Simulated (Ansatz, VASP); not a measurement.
**One calculation of Si, two programs**

INCAR

```
PREC = Accurate
ENCUT = 520
EDIFF = 1E-6
ISMEAR = 0
SIGMA = 0.05
LREAL = F
LASPH = T
NELM = 80
ALGO = Normal
ISIF = 2
LWAVE = F
LCHARG = T
GGA = PE
LELF = T
LVHAR = T
NBANDS = 11
```

KPOINTS

```
regular mesh
0
Gamma
  8 8 8
```

Contents of POSCAR:

```
Si
1.0
    0.0000000000      2.7860374127      2.7826189619
    2.6356255769      0.0000000000      2.7826189619
    2.6356255769      2.7860374127      0.0000000000
Si
2
Direct
    0.5000000000      0.5000000000      0.5000000000
    0.7500000000      0.7500000000      0.7500000000
```

Input for Ansatz:

```yaml
crystal:
  lattice:
    - [0.0, 2.7860374127, 2.7826189619]
    - [2.6356255769, 0.0, 2.7826189619]
    - [2.6356255769, 2.7860374127, 0.0]
  atoms:
    - { symbol: Si, position: [0.5, 0.5, 0.5] }
    - { symbol: Si, position: [0.75, 0.75, 0.75] }
basis:
  ecutwfc: 420
kpoints:
  mp_grid: { grid: [8, 8, 8] }
hamiltonian:
  xc: pbe
  pseudopotentials: { kind: paw, azcp: { folder: soft_1 } }
scf:
  occupations: { method: gaussian, width: 0.05 }
output:
  forces: true
  stress: true
  eigenvalues: true
```

Change from the starting cell: strain +e along x and -e along y -0.0275, strain +e along z and -e/2 along x and y +0.0175.

Alike in both runs: task single point; functional PBE; k mesh 8 × 8 × 8; occupations gaussian, width 0.05 eV; no spin polarisation.

|  | VASP | Ansatz |
| --- | --- | --- |
| version | VASP 6.6.1 | Ansatz 0.2.0 |
| potentials or method | VASP PAW PBE potentials, release 64 (Si), cutoff 520 eV | scalar-relativistic, plane waves, PAW |
| valence electrons in the cell | 8 | 8 |

|  | VASP | Ansatz | Ansatz less VASP |
| --- | --- | --- | --- |
| gap on the k mesh at the Fermi level (eV) | 0.08 | 0.08 | -0.002 |
| least direct gap on the mesh (eV) | 2.19 | 2.19 | -0.005 |
| pressure (GPa) | 0.0 | 0.0 | +0.06 |
| traceless stress, the component that is largest in VASP (GPa) | 3.19 | 3.18 | -0.010 |

The functional is the same, so the differences come from potentials, cutoffs and numerics.
